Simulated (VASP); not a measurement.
Crystal: SiC (Moissanite).

```xyz
4
Lattice="3.0760 0.0000 0.0000 -1.5380 2.6639 0.0000 0.0000 0.0000 5.0480" Properties=species:S:1:pos:R:3 pbc="T T T"
Si    0.0000    1.7759    0.0000
Si    1.5380    0.8880    2.5240
C     0.0000    1.7759    1.9435
C     1.5380    0.8880    4.4675
```

Base run:

* Program: VASP 6.6.1
* Functional: PBEsol
* Potentials or basis: VASP PAW PBE potentials, release 64 (Si, C)
* Cutoff: 520 eV
* k mesh: 6 × 6 × 4
* Occupations: gaussian, width 0.01 eV
* Spin: no spin polarisation

Its results: band gap on the k mesh 2.16 eV, indirect (least direct gap 3.95 eV); pressure 0.6 GPa; largest force 0.743 eV/Å.

Q: The run is repeated on the same cell with these changes: functional from PBEsol to revPBE; further incar settings from ALGO = Normal; EDIFF = 1e-06; NBANDS = 16 to ALGO = Normal; EDIFF = 1e-07; NBANDS = 16. What comes out?

A: Band gap on the k mesh 2.35 eV, indirect (least direct gap 4.10 eV); pressure 5.7 GPa; largest force 0.750 eV/Å.

Caveats: the PAW data sets were made with another functional, which shifts forces and pressure a little.

A k mesh can miss the band edges.
